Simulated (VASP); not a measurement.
Here is a VASP 6.6.1 calculation.

INCAR

```
SYSTEM = TlB2
PREC = Accurate
ENCUT = 600
EDIFF = 1E-7
ISMEAR = 0
SIGMA = 0.1
LREAL = .False.
LASPH = .True.
NELM = 80
ALGO = Normal
ISIF = 3
LWAVE = .False.
LCHARG = .False.
GGA = PE
IBRION = 2
NSW = 100
EDIFFG = -0.01
```

Contents of KPOINTS:

```
Automatic mesh
0
Gamma
  14 14 14
  0 0 0
```

POSCAR

```
TlB2
1.0
    0.0000000000      2.8749329602      2.8749329602
    2.8749329602      0.0000000000      2.8749329602
    2.8749329602      2.8749329602      0.0000000000
Tl B
1 2
Direct
    0.0000000000      0.0000000000      0.0000000000
    0.2500000000      0.2500000000      0.2500000000
    0.7500000000      0.7500000000      0.7500000000
```

Potentials or basis: VASP PAW PBE potentials, release 64 (Tl_d, B).

Launch:

```bash
$ cat potpaw_PBE.64/Tl_d/POTCAR potpaw_PBE.64/B/POTCAR > POTCAR
$ mpirun -np 1 vasp_std > vasp.out
```

Q: Predict the relaxed cell.

A: a = 4.054 Å, b = 4.054 Å, c = 4.054 Å, α = 60.00°, β = 60.00°, γ = 60.00°.

Q: Estimate the band gap on the k mesh.

A: Zero (an odd number of electrons rules out a gap without spin polarisation).

Q: Estimate the relaxed volume.

A: 15.71 Å³/atom.

Q: What does it give for the space group after relaxing (to 0.1 Å)?

A: Fm-3m (No. 225).

The path:
```
step  energy change (eV)  largest force (eV/Å)  pressure (GPa)  volume (Å³)
   1              0.0000                0.0000           -0.59        47.52
   2             -0.0007                0.0000            0.02        47.13
```

Caveat: spin-orbit coupling is left out, which moves the levels of the heavy elements.
